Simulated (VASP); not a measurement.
TiPd: single point with LDA

Crystal: TiPd.

```xyz
2
Lattice="2.8147 0.0000 0.0000 0.0000 2.8147 0.0000 0.0000 0.0000 3.8658" Properties=species:S:1:pos:R:3 pbc="T T T"
Ti    0.0000    0.0000    0.0000
Pd    1.4074    1.4074    1.9329
```

* Program: VASP 6.6.1
* Task: single point
* Functional: LDA
* Potentials or basis: VASP PAW LDA potentials, release 64 (Ti_sv, Pd)
* Cutoff: 520 eV
* k mesh: 8 × 8 × 6
* Occupations: fermi-dirac, width 0.1 eV
* Spin: no spin polarisation

The pressure is -8.5 GPa and the band gap on the k mesh is zero (band 11 reaches 12.11 eV, above the bottom of band 12 at 8.73 eV).

Stress tensor (GPa, compression positive):
```
-8.15  0.00  0.00
 0.00 -8.15  0.00
 0.00  0.00 -9.32
```

Levels at points of the mesh, in eV from the Fermi level:
```
           k point  band 9  band 10  band 11  band 12  band 13  band 14
(0.00, 0.00, 0.00)   -2.92    -1.84    -0.48     0.61     2.71     2.71
(0.50, 0.00, 0.00)   -2.67    -2.40    -0.84    -0.50     1.21     1.34
(0.50, 0.50, 0.00)   -0.89     0.43     2.29     2.29     2.55     2.57
(0.00, 0.00, 0.50)   -2.64    -2.63    -1.78    -1.09     1.02     1.68
(0.50, 0.00, 0.50)   -2.87    -0.05     0.06     0.30     0.57     2.17
(0.50, 0.50, 0.50)   -2.20    -1.07    -1.07    -0.88     2.00     3.83
```

Run time: 23 s on 1 thread of Intel(R) Xeon(R) Platinum 8259CL CPU @ 2.50GHz (Skylake/Cascade Lake), with other jobs on the host, peak memory 0.16 GiB.
